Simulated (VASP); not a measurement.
## GaN: electric field gradients with PBE

The system is GaN.

```
Ga N
1.0
     6.36000    0.00000    0.00000
    -3.18000    5.50792    0.00000
     0.00000    0.00000   10.33200
Ga N
16 16
Cartesian
  0.0000 1.8360 10.3267
  0.0000 1.8360 5.1607
  -1.5900 4.5899 10.3267
  -1.5900 4.5899 5.1607
  3.1800 1.8360 10.3267
  3.1800 1.8360 5.1607
  1.5900 4.5899 10.3267
  1.5900 4.5899 5.1607
  1.5900 0.9180 2.5777
  1.5900 0.9180 7.7437
  0.0000 3.6719 2.5777
  0.0000 3.6719 7.7437
  4.7700 0.9180 2.5777
  4.7700 0.9180 7.7437
  3.1800 3.6719 2.5777
  3.1800 3.6719 7.7437
  0.0000 1.8360 1.9426
  0.0000 1.8360 7.1086
  -1.5900 4.5899 1.9426
  -1.5900 4.5899 7.1086
  3.1800 1.8360 1.9426
  3.1800 1.8360 7.1086
  1.5900 4.5899 1.9426
  1.5900 4.5899 7.1086
  1.5900 0.9180 4.5256
  1.5900 0.9180 9.6916
  0.0000 3.6719 4.5256
  0.0000 3.6719 9.6916
  4.7700 0.9180 4.5256
  4.7700 0.9180 9.6916
  3.1800 3.6719 4.5256
  3.1800 3.6719 9.6916
```

```yaml
Program: VASP 6.6.1
Task: electric field gradients
Functional: PBE
Potentials_or_basis: VASP PAW PBE potentials, release 64 (Ga_d, N)
Cutoff: 520 eV
k_mesh: 4 × 4 × 2
Occupations: gaussian, width 0.01 eV
Spin: no spin polarisation
Dipole_correction: no
Further_INCAR_settings: LREAL = Auto; ALGO = Normal; EDIFF = 1e-08; NBANDS = 166
```

```json
{"Pressure": "7.3 GPa", "Band gap on the k mesh": "1.99 eV", "Largest electric field gradient by atom": "Ga +3.9; N +0.4 V/Å²"}
```

Stress tensor (GPa, compression positive):
```
7.02 0.00 0.00
0.00 7.02 0.00
0.00 0.00 7.88
```

Levels at points of the mesh, in eV from the valence-band top:
```
           k point  band 141  band 142  band 143  band 144  band 145  band 146  band 147  band 148
(0.00, 0.00, 0.00)     -0.54     -0.03      0.00      0.00      1.99      4.29      4.31      4.31
(0.50, 0.00, 0.00)     -0.71     -0.71     -0.50     -0.50      4.35      4.35      5.29      5.29
(0.00, 0.00, 0.50)     -0.16     -0.16     -0.16     -0.16      3.18      3.18      4.36      4.36
(0.50, 0.00, 0.50)     -0.75     -0.75     -0.75     -0.75      4.45      4.45      4.45      4.45
```

Electric field gradients, principal values (V/Å²):
| atom | least | middle | greatest (by size) |
| --- | --- | --- | --- |
| 1 Ga | -1.956 | -1.965 | 3.922 |
| 2 Ga | -1.956 | -1.965 | 3.922 |
| 3 Ga | -1.956 | -1.965 | 3.922 |
| 4 Ga | -1.956 | -1.965 | 3.922 |
| 5 Ga | -1.956 | -1.965 | 3.922 |
| 6 Ga | -1.956 | -1.965 | 3.922 |
| 7 Ga | -1.956 | -1.965 | 3.922 |
| 8 Ga | -1.956 | -1.965 | 3.922 |
| 9 Ga | -1.956 | -1.965 | 3.922 |
| 10 Ga | -1.956 | -1.965 | 3.922 |
| 11 Ga | -1.956 | -1.965 | 3.922 |
| 12 Ga | -1.956 | -1.965 | 3.922 |
| 13 Ga | -1.956 | -1.965 | 3.922 |
| 14 Ga | -1.956 | -1.965 | 3.922 |
| 15 Ga | -1.956 | -1.965 | 3.922 |
| 16 Ga | -1.956 | -1.965 | 3.922 |
| 17 N | -0.179 | -0.181 | 0.360 |
| 18 N | -0.179 | -0.181 | 0.360 |
| 19 N | -0.179 | -0.181 | 0.360 |
| 20 N | -0.179 | -0.181 | 0.360 |
| 21 N | -0.179 | -0.181 | 0.360 |
| 22 N | -0.179 | -0.181 | 0.360 |
| 23 N | -0.179 | -0.181 | 0.360 |
| 24 N | -0.179 | -0.181 | 0.360 |
| 25 N | -0.179 | -0.181 | 0.360 |
| 26 N | -0.179 | -0.181 | 0.360 |
| 27 N | -0.179 | -0.181 | 0.360 |
| 28 N | -0.179 | -0.181 | 0.360 |
| 29 N | -0.179 | -0.181 | 0.360 |
| 30 N | -0.179 | -0.181 | 0.360 |
| 31 N | -0.179 | -0.181 | 0.360 |
| 32 N | -0.179 | -0.181 | 0.360 |

Run time: 22 min on 1 thread of Intel(R) Xeon(R) Platinum 8375C CPU @ 2.90GHz (Ice Lake), with other jobs on the host, peak memory 0.61 GiB.

Caveat: the cell stands under pressure; without QUAD_EFG the Cq values of the log hold for a quadrupole moment of 1 mb, not for the nuclei.
